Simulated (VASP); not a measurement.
# Cd (Pm-3n) in VASP: notebook

The runs below take Cd through single point, relaxation of cell and atoms, with PBEsol.

All numbers are computed with VASP 6.6.1; they aren't measurements. Logs are shortened: lines on timing, memory, paths and dates and some standing lists are left out, and cuts for length are marked.

**1. The cell of the first run**

It takes space group Pm-3n (No. 223, cubic). The conventional cell has a = 5.539 Å, b = 5.539 Å, c = 5.539 Å, α = 90.00°, β = 90.00°, γ = 90.00°. Cd (site symmetry m-3) has 12 Cd at 3.10 Å within 4.1 Å. Within 3.7 Å of Cd (site symmetry -4m2) lie 14 Cd at 2.77 to 3.39 Å.

**2. Single point, PBEsol**

INCAR reads:

```
SYSTEM = Cd
PREC     = Accurate       ! precision mode
ENCUT    = 520            ! plane-wave cutoff, eV
EDIFF    = 1E-7           ! SCF threshold, eV
ISMEAR   = -1             ! smearing method
SIGMA    = 0.1            ! smearing width, eV
LREAL    = .False.        ! projectors in reciprocal space
LASPH    = .True.         ! aspherical terms in the spheres
NELM     = 60             ! most SCF steps
ALGO     = Normal         ! electronic algorithm
ISIF     = 2              ! what is computed and relaxed
LWAVE    = .False.        ! write WAVECAR
LCHARG   = .True.         ! write CHGCAR
GGA      = PS             ! functional
LELF     = .True.         ! ELF
LVHAR    = .True.       
NBANDS   = 58             ! bands
```

KPOINTS reads:

```
Automatic mesh
0
Gamma
  5 5 5
  0 0 0
```

POSCAR reads:

```
Cd
1.0
    5.5386774363      0.0000000000      0.0000000000
    0.0000000000      5.5386774363      0.0000000000
    0.0000000000      0.0000000000      5.5386774363
Cd
8
Direct
    1.0000000000      0.0000000000      1.0000000000
    0.5000000000      0.5000000000      0.5000000000
    0.2500000000      1.0000000000      0.5000000000
    0.7500000000      0.0000000000      0.5000000000
    0.5000000000      0.2500000000      1.0000000000
    0.5000000000      0.7500000000      1.0000000000
    0.0000000000      0.5000000000      0.2500000000
    0.0000000000      0.5000000000      0.7500000000
```

Potentials or basis: VASP PAW PBE potentials, release 64 (Cd).

The run is started by

```sh
cat potpaw_PBE.64/Cd/POTCAR > POTCAR
mpirun -np 1 vasp_std > vasp.out
```

OUTCAR:

```text
SYSTEM = Cd
   PREC = Accurate
   ENCUT = 520
   EDIFF = 1E-7
   ISMEAR = -1
   LREAL = .False.
   LASPH = .True.
   NELM = 60
   ISIF = 2
   GGA = PS

 ion  position               nearest neighbor table
   1  0.000  0.000  0.000-   3 3.10   4 3.10   5 3.10   6 3.10   7 3.10   8 3.10   3 3.10   4 3.10
                             7 3.10   8 3.10   5 3.10   6 3.10
   2  0.500  0.500  0.500-   3 3.10   4 3.10   5 3.10   6 3.10   7 3.10   8 3.10   5 3.10   6 3.10
                             3 3.10   4 3.10   7 3.10   8 3.10
   3  0.250  0.000  0.500-   4 2.77   4 2.77   1 3.10   1 3.10   2 3.10   2 3.10   8 3.39   5 3.39
                             5 3.39   6 3.39   6 3.39   7 3.39   8 3.39   7 3.39
   4  0.750  0.000  0.500-   3 2.77   3 2.77   1 3.10   1 3.10   2 3.10   2 3.10   8 3.39   5 3.39
                             5 3.39   6 3.39   6 3.39   7 3.39   8 3.39   7 3.39
   5  0.500  0.250  0.000-   6 2.77   6 2.77   1 3.10   2 3.10   2 3.10   1 3.10   8 3.39   4 3.39
                             3 3.39   4 3.39   3 3.39   7 3.39   7 3.39   8 3.39
   6  0.500  0.750  0.000-   5 2.77   5 2.77   1 3.10   2 3.10   2 3.10   1 3.10   8 3.39   4 3.39
                             3 3.39   4 3.39   3 3.39   7 3.39   7 3.39   8 3.39
   7  0.000  0.500  0.250-   8 2.77   8 2.77   1 3.10   2 3.10   1 3.10   2 3.10   3 3.39   4 3.39
                             5 3.39   3 3.39   4 3.39   6 3.39   5 3.39   6 3.39
   8  0.000  0.500  0.750-   7 2.77   7 2.77   1 3.10   2 3.10   1 3.10   2 3.10   3 3.39   4 3.39
                             5 3.39   3 3.39   4 3.39   6 3.39   5 3.39   6 3.39

  LATTYP: Found a simple cubic cell.
 ALAT       =     5.5386774363

  Lattice vectors:

 A1 = (   5.5386774363,   0.0000000000,   0.0000000000)
 A2 = (   0.0000000000,   5.5386774363,   0.0000000000)
 A3 = (   0.0000000000,   0.0000000000,   5.5386774363)

Analysis of symmetry for initial positions (statically):
=====================================================================
 Subroutine PRICEL returns:
 Original cell was already a primitive cell.

 Routine SETGRP: Setting up the symmetry group for a
 simple cubic supercell.

 Subroutine GETGRP returns: Found 48 space group operations
 (whereof 24 operations were pure point group operations)
 out of a pool of 48 trial point group operations.

The static configuration has the point symmetry T_h .
 The point group associated with its full space group is O_h .

Analysis of symmetry for dynamics (positions and initial velocities):
=====================================================================
 Subroutine PRICEL returns:
 Original cell was already a primitive cell.

 Routine SETGRP: Setting up the symmetry group for a
 simple cubic supercell.

 Subroutine GETGRP returns: Found 48 space group operations
 (whereof 24 operations were pure point group operations)
 out of a pool of 48 trial point group operations.

The dynamic configuration has the point symmetry T_h .
 The point group associated with its full space group is O_h .

 Subroutine INISYM returns: Found 48 space group operations
 (whereof 24 operations are pure point group operations),
 and found     1 'primitive' translations

----------------------------------------------------------------------------------------

                                     Primitive cell

  volume of cell :     169.9097

  direct lattice vectors                    reciprocal lattice vectors
     5.538677436  0.000000000  0.000000000     0.180548517  0.000000000  0.000000000
     0.000000000  5.538677436  0.000000000     0.000000000  0.180548517  0.000000000
     0.000000000  0.000000000  5.538677436     0.000000000  0.000000000  0.180548517

  length of vectors
     5.538677436  5.538677436  5.538677436     0.180548517  0.180548517  0.180548517

  position of ions in fractional coordinates (direct lattice)
     0.000000000  0.000000000  0.000000000
     0.500000000  0.500000000  0.500000000
     0.250000000  0.000000000  0.500000000
     0.750000000  0.000000000  0.500000000
     0.500000000  0.250000000  0.000000000
     0.500000000  0.750000000  0.000000000
     0.000000000  0.500000000  0.250000000
     0.000000000  0.500000000  0.750000000

  ion indices of the primitive-cell ions
   primitive index   ion index
                 1           1
                 2           2
                 3           3
                 4           4
                 5           5
                 6           6
                 7           7
                 8           8

----------------------------------------------------------------------------------------

 KPOINTS: Automatic mesh

Automatic generation of k-mesh.
 Grid dimensions read from file:
 generate k-points for:    5    5    5

 Generating k-lattice:

  Cartesian coordinates                     Fractional coordinates (reciprocal lattice)
     0.036109703  0.000000000  0.000000000     0.200000000  0.000000000  0.000000000
     0.000000000  0.036109703  0.000000000     0.000000000  0.200000000  0.000000000
     0.000000000  0.000000000  0.036109703     0.000000000  0.000000000  0.200000000

  Length of vectors
     0.036109703  0.036109703  0.036109703

  Shift w.r.t. Gamma in fractional coordinates (k-lattice)
     0.000000000  0.000000000  0.000000000

 Subroutine IBZKPT returns following result:
 ===========================================

 Found     10 irreducible k-points:

 Following reciprocal coordinates:
            Coordinates               Weight
  0.000000  0.000000  0.000000      1.000000
  0.200000  0.000000  0.000000      6.000000
  0.400000  0.000000  0.000000      6.000000
  0.200000  0.200000  0.000000     12.000000
  0.400000  0.200000  0.000000     24.000000
  0.400000  0.400000  0.000000     12.000000
  0.200000  0.200000  0.200000      8.000000
  0.400000  0.200000  0.200000     24.000000
  0.400000  0.400000  0.200000     24.000000
  0.400000  0.400000  0.400000      8.000000
   k-points           NKPTS =     10   k-points in BZ     NKDIM =     10   number of bands    NBANDS=     58
   number of dos      NEDOS =    301   number of ions     NIONS =      8
   total plane-waves  NPLWV =  74088
   dimension x,y,z NGX =    42 NGY =   42 NGZ =   42
   dimension x,y,z NGXF=    84 NGYF=   84 NGZF=   84
   ions per type =               8
   NGX,Y,Z   is equivalent  to a cutoff of  12.61, 12.61, 12.61 a.u.
   NGXF,Y,Z  is equivalent  to a cutoff of  25.21, 25.21, 25.21 a.u.
 SYSTEM =  Cd
   PREC   = accura    normal or accurate (medium, high low for compatibility)
   ISTART =      0    job   : 0-new  1-cont  2-samecut
   ICHARG =      2    charge: 1-file 2-atom 10-const
   ISPIN  =      1    spin polarized calculation?
   LNONCOLLINEAR =      F non collinear calculations
   LSORBIT =      F    spin-orbit coupling
   LASPH  =      T    aspherical Exc in radial PAW
   ENCUT  =  520.0 eV  38.22 Ry    6.18 a.u.  10.30 10.30 10.30*2*pi/ulx,y,z
   NELM   =     60;   NELMIN=  2; NELMDL= -5     # of ELM steps
   EDIFF  = 0.1E-06   stopping-criterion for ELM
   LREAL  =      F    real-space projection
   EDIFFG = 0.1E-05   stopping-criterion for IOM
   NSW    =      0    number of steps for IOM
   IBRION =     -1    ionic relax: 0-MD 1-quasi-New 2-CG
   NFREE  =      0    steps in history (QN), initial steepest desc. (CG)
   ISIF   =      2    stress and relaxation
   ISYM   =      2    0-nonsym 1-usesym 2-fastsym
   POTIM  = 0.5000    time-step for ionic-motion
   TEBEG  =    0.0;   TEEND  =   0.0 temperature during run
   PSTRESS=    0.0 pullay stress
   NELECT =      96.0000    total number of electrons
   NUPDOWN=      -1.0000    fix difference up-down
   EMIN   =  10.00;   EMAX   =-10.00  energy-range for DOS
   EFERMI =   0.00;   METHOD = LEGACY
   ISMEAR =    -1;   SIGMA  =   0.10  broadening in eV -4-tet -1-fermi 0-gaus
   EFERMI_NEDOS =   21; number of points for ismear=-14 and -15
   IALGO  =     38    algorithm
   IMIX   =      4    mixing-type and parameters
     AMIX     =   0.40;   BMIX     =  1.00
     AMIX_MAG =   1.60;   BMIX_MAG =  1.00
  volume/ion in A,a.u.               =      21.24       143.33
  Fermi-wavevector in a.u.,A,eV,Ry     =   1.353399  2.557553 24.921638  1.831689
  Thomas-Fermi vector in A             =   2.480658
   LORBIT       =      0    0 simple, 1 ext, 2 COOP (PROOUT), +10 PAW based schemes
   GGA     = PS    functional components
   LHFCALC =     F    Hartree Fock is set to
   AEXX    =    0.0000 exact exchange contribution
   IVDW    =     0    specifies the selected vdW correction
   LEPSILON=     F    determine dielectric tensor
   LRPA    =     F    only Hartree local field effects (RPA)
 non-spin polarized calculation
  energy-cutoff  :      520.00
  volume of cell :      169.91
 maximum number of plane-waves:      4625
 NGX is ok and might be reduce to    42
   NGX = 21   NGY = 21   NGZ = 21

 number of electron      96.0000091 magnetization

 Free energy of the ion-electron system (eV)
  ---------------------------------------------------
  ext. energy  EPLUGINS =         0.00000000
  ---------------------------------------------------
  free energy    TOTEN  =        -9.29141479 eV

  energy without entropy =       -9.17735680  energy(sigma->0) =       -9.23438580

 E-fermi :   2.8672     XC(G=0): -11.3024

 val. band max:        2.7696408419   @ k =   0.2000   0.2000   0.2000
 cond. band min:       2.9067786403   @ k =   0.4000   0.2000   0.2000
 fundamental gap:      0.1371377984
 Fermi energy:         2.8671751746

 k-point     1 :       0.0000    0.0000    0.0000
  band No.  band energies     occupation
      1      -7.1882      2.00000
      2      -7.1882      2.00000
      3      -7.1104      2.00000
      4      -6.7598      2.00000
      5      -6.7598      2.00000
      6      -6.7598      2.00000
[... 50 lines left out ...]
     57       6.2594      0.00000
     58       6.2594      0.00000

 k-point     2 :       0.2000    0.0000    0.0000
  band No.  band energies     occupation
      1      -7.1816      2.00000
      2      -7.1338      2.00000
      3      -6.9967      2.00000
      4      -6.8469      2.00000
      5      -6.7240      2.00000
      6      -6.7240      2.00000
[... 483 lines left out ...]
      2      -6.6984      2.00000
      3      -6.6772      2.00000
      4      -6.6772      2.00000
      5      -6.6449      2.00000
      6      -6.6299      2.00000
[... 50 lines left out ...]
     57       8.2249      0.00000
     58       9.0955      0.00000

------------------------ aborting loop because EDIFF is reached ----------------------------------------

  FORCE on cell =-STRESS in cart. coord.  units (eV):
  Direction    XX          YY          ZZ          XY          YZ          ZX
  --------------------------------------------------------------------------------------
  -------------------------------------------------------------------------------------
  Total        0.3768376      0.3768376      0.3768376      0.0000000     -0.0000000     -0.0000000
  in kB        3.5534206      3.5534206      3.5534206      0.0000000     -0.0000000     -0.0000000
  external PRESSURE =       3.5534206 kB  Pullay stress =       0.0000000 kB

 VOLUME and BASIS-vectors are now :
 -----------------------------------------------------------------------------
  energy-cutoff  :      520.00
  volume of cell :      169.91
      direct lattice vectors                 reciprocal lattice vectors
     5.538677436  0.000000000  0.000000000     0.180548517  0.000000000  0.000000000
     0.000000000  5.538677436  0.000000000     0.000000000  0.180548517  0.000000000
     0.000000000  0.000000000  5.538677436     0.000000000  0.000000000  0.180548517

 POSITION                                       TOTAL-FORCE (eV/Angst)
 -----------------------------------------------------------------------------------
      0.00000      0.00000      0.00000        -0.000000      0.000000      0.000000
      2.76934      2.76934      2.76934        -0.000000      0.000000      0.000000
      1.38467      0.00000      2.76934        -0.000000     -0.000000     -0.000000
      4.15401      0.00000      2.76934         0.000000      0.000000     -0.000000
      2.76934      1.38467      0.00000        -0.000000      0.000000      0.000000
      2.76934      4.15401      0.00000         0.000000     -0.000000     -0.000000
      0.00000      2.76934      1.38467         0.000000      0.000000     -0.000000
      0.00000      2.76934      4.15401        -0.000000     -0.000000      0.000000
 -----------------------------------------------------------------------------------
    total drift:                                0.000000     -0.000000     -0.000000

  FREE ENERGIE OF THE ION-ELECTRON SYSTEM (eV)
  ---------------------------------------------------
  free  energy   TOTEN  =        -9.2914147933 eV

  energy  without entropy=       -9.1773567973  energy(sigma->0) =       -9.23438580
```

Run time: 1.8 min. Hardware: 1 thread of Intel Xeon Platinum 8488C (Sapphire Rapids), shared host; peak memory 0.27 GiB.

Results:

```
Free energy            : -9.2914 eV
Pressure               : 0.4 GPa
Band gap on the k mesh : zero (bands 48 and 49 overlap by 2.11 eV)
```

Levels at points of the mesh, in eV from the Fermi level:
```csv
k point,band 46,band 47,band 48,band 49,band 50,band 51
"(0.00, 0.00, 0.00)",-2.91,-2.91,1.53,1.53,2.27,2.34
```

Caveat: the PAW data sets were made with another functional, which shifts forces and pressure a little.

**3. Single point, PBEsol**

INCAR reads:

```
PREC     = Accurate       # precision mode
ENCUT    = 520            # plane-wave cutoff, eV
EDIFF    = 1E-6           # SCF threshold, eV
ISMEAR   = -1             # smearing method
SIGMA    = 0.1            # smearing width, eV
LREAL    = False          # projectors in reciprocal space
LASPH    = True           # aspherical terms in the spheres
NELM     = 100            # most SCF steps
ALGO     = Normal         # electronic algorithm
ISIF     = 2              # what is computed and relaxed
LWAVE    = False          # write WAVECAR
LCHARG   = False          # write CHGCAR
GGA      = PS             # functional
NBANDS   = 58             # bands
```

KPOINTS reads:

```
regular mesh
0
Gamma
  6 6 6
```

POSCAR is that of step 2.

Potentials or basis: VASP PAW PBE potentials, release 64 (Cd).

The run is started by

```sh
cat potpaw_PBE.64/Cd/POTCAR > POTCAR
mpirun -np 1 vasp_std > vasp.out
```

Wall time 2.8 min (1 thread of Intel Xeon Platinum 8488C (Sapphire Rapids), shared host); peak memory 0.32 GiB.

Results (log left out):

```
Free energy            : -9.3286 eV
Pressure               : 0.5 GPa
Band gap on the k mesh : zero (bands 48 and 49 overlap by 2.51 eV)
```

Levels at points of the mesh, in eV from the Fermi level:
```tsv
k point	band 46	band 47	band 48	band 49	band 50	band 51
(0.00, 0.00, 0.00)	-2.82	-2.82	1.62	1.62	2.35	2.42
(0.50, 0.00, 0.00)	-1.62	-1.41	-1.41	-0.90	-0.90	3.21
(0.50, 0.50, 0.00)	-0.86	-0.27	-0.27	0.10	0.10	0.72
(0.50, 0.50, 0.50)	-4.47	-4.32	-4.32	6.01	6.01	6.01
```

Caveat: the PAW data sets were made with another functional, which shifts forces and pressure a little.

**4. Relaxation of cell and atoms, PBEsol**

This run uses another cell than the first one, of 21.59 Å³/atom.

INCAR reads:

```
SYSTEM = Cd
ALGO     = Normal         ! electronic algorithm
EDIFF    = 1E-6           ! SCF threshold, eV
EDIFFG   = -0.01          ! ionic threshold
ENCUT    = 600            ! plane-wave cutoff, eV
GGA      = PS             ! functional
IBRION   = 2              ! ionic algorithm
ISIF     = 3              ! what is computed and relaxed
ISMEAR   = -1             ! smearing method
LASPH    = .TRUE.         ! aspherical terms in the spheres
LCHARG   = .FALSE.        ! write CHGCAR
LREAL    = .FALSE.        ! projectors in reciprocal space
LWAVE    = .FALSE.        ! write WAVECAR
NELM     = 100            ! most SCF steps
NSW      = 80             ! ionic steps
PREC     = Accurate       ! precision mode
SIGMA    = 0.1            ! smearing width, eV
```

KPOINTS reads:

```
k-points
0
G
  5 5 5
  0 0 0
```

POSCAR reads:

```
Cd
1.0
    5.5686472891      0.0000000000      0.0000000000
    0.0000000000      5.5686472891      0.0000000000
    0.0000000000      0.0000000000      5.5686472891
Cd
8
Direct
    0.0000000000      0.0000000000      0.0000000000
    0.5000000000      0.5000000000      0.5000000000
    0.2500000000      0.0000000000      0.5000000000
    0.7500000000      0.0000000000      0.5000000000
    0.5000000000      0.2500000000      0.0000000000
    0.5000000000      0.7500000000      0.0000000000
    0.0000000000      0.5000000000      0.2500000000
    0.0000000000      0.5000000000      0.7500000000
```

The run is started by

```sh
cat potpaw_PBE.64/Cd/POTCAR > POTCAR
mpirun -np 1 vasp_std > vasp.out
```

Run time: 3.3 min. Hardware: 1 thread of Intel Xeon Platinum 8488C (Sapphire Rapids), shared host; peak memory 0.35 GiB.

The run converged. Its results:

```
Free energy                           : -9.2934 eV
Relaxed volume                        : 21.31 Å³/atom
Relaxed cell                          : a = 5.545 Å, b = 5.545 Å, c = 5.545 Å, α = 90.00°, β = 90.00°, γ = 90.00°
Space group after relaxing (to 0.1 Å) : Pm-3n (No. 223)
Energy gained by relaxing             : 0.5 meV/atom
Ionic steps                           : 2
Pressure after relaxing               : 0.0 GPa
Band gap on the k mesh                : zero (bands 48 and 49 overlap by 2.10 eV)
```

The path:
| step | energy change (eV) | largest force (eV/Å) | pressure (GPa) | volume (Å³) |
| --- | --- | --- | --- | --- |
| 1 | 0.0000 | 0.0000 | -0.65 | 172.68 |
| 2 | -0.0042 | 0.0000 | 0.04 | 170.51 |

Final structure:
```
Cd
1.0
     5.54516    0.00000    0.00000
     0.00000    5.54516    0.00000
     0.00000    0.00000    5.54516
Cd
8
Direct
  0.00000 0.00000 0.00000
  0.50000 0.50000 0.50000
  0.25000 0.00000 0.50000
  0.75000 0.00000 0.50000
  0.50000 0.25000 0.00000
  0.50000 0.75000 0.00000
  0.00000 0.50000 0.25000
  0.00000 0.50000 0.75000
```

Levels at points of the mesh, in eV from the Fermi level:
```csv
k point,band 44,band 45,band 46,band 47,band 48,band 49,band 50,band 51,band 52,band 53
"(0.00, 0.00, 0.00)",-2.97,-2.93,-2.90,-2.90,1.52,1.52,2.26,2.34,2.34,2.34
```

Caveat: the PAW data sets were made with another functional, which shifts forces and pressure a little.

**5. Summary**

```csv
task,cell,k mesh,cutoff (eV),gap on the mesh (eV),pressure (GPa)
single point,"a = 5.539 Å, 8 atoms",5 × 5 × 5,520,none,0.4
single point,"a = 5.539 Å, 8 atoms",6 × 6 × 6,520,none,0.5
relaxation of cell and atoms,"relaxed from a = 5.569 Å, 8 atoms",5 × 5 × 5,600,none,0.0
```

Alike in all rows: level PBEsol; potentials or basis VASP PAW PBE potentials, release 64 (Cd); no spin polarisation; smearing fermi-dirac 0.1 eV.

Caveats: the PAW data sets were made with another functional, which shifts forces and pressure a little.

Absolute energies hang on the potentials; compare differences alone.

The gap in the log of VASP goes by the Fermi energy; the results here count the filled bands.